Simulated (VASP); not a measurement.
**C: single point with PBE**

C:

```
C
1.0
     2.60880    0.00000    0.00000
    -1.30440    2.25929    0.00000
     0.00000    0.00000   12.89520
C
12
Direct
  0.00000 0.00000 0.18686
  0.00000 0.00000 0.68686
  0.00000 0.00000 0.31314
  0.00000 0.00000 0.81314
  0.33333 0.66667 0.52077
  0.66667 0.33333 0.02077
  0.33333 0.66667 0.97923
  0.66667 0.33333 0.47923
  0.33333 0.66667 0.64510
  0.66667 0.33333 0.14510
  0.33333 0.66667 0.85490
  0.66667 0.33333 0.35490
```

```
Program             : VASP 6.6.1
Task                : single point
Functional          : PBE
Potentials or basis : VASP PAW PBE potentials, release 64 (C)
Cutoff              : 520 eV
k mesh              : 12 × 12 × 2
Occupations         : gaussian, width 0.05 eV
Spin                : no spin polarisation
```

* Pressure: -37.3 GPa
* Largest force: 0.078 eV/Å
* Band gap on the k mesh: 4.16 eV (least direct gap 5.15 eV)

Forces in eV/Å, atoms in the order of the input:
```
C    0.000  0.000 -0.078
C    0.000  0.000 -0.078
C    0.000  0.000  0.078
C    0.000  0.000  0.078
C    0.000  0.000 -0.015
C    0.000  0.000 -0.015
C    0.000  0.000  0.015
C    0.000  0.000  0.015
C    0.000  0.000  0.037
C    0.000  0.000  0.037
C    0.000  0.000 -0.037
C    0.000  0.000 -0.037
```

Stress tensor (GPa, compression positive):
```
-36.50   0.00   0.00
  0.00 -36.50   0.00
  0.00   0.00 -38.81
```

Levels at points of the mesh, in eV from the valence-band top:
```
           k point  band 21  band 22  band 23  band 24  band 25  band 26  band 27  band 28
(0.00, 0.00, 0.00)    -0.86    -0.12     0.00     0.00     5.15     5.15     5.17     6.13
(0.50, 0.00, 0.00)    -3.65    -3.61    -3.24    -2.63     4.39     4.95     5.04     5.25
(0.00, 0.00, 0.50)    -0.28    -0.28    -0.28    -0.28     5.49     5.49     5.49     5.49
(0.50, 0.00, 0.50)    -3.41    -3.41    -2.93    -2.93     4.55     4.55     5.40     5.40
```

Run time: 2.3 min on 1 thread of AMD EPYC 7R13, with other jobs on the host, peak memory 0.18 GiB.

Caveat: the cell stands under tension. A k mesh can miss the band edges.
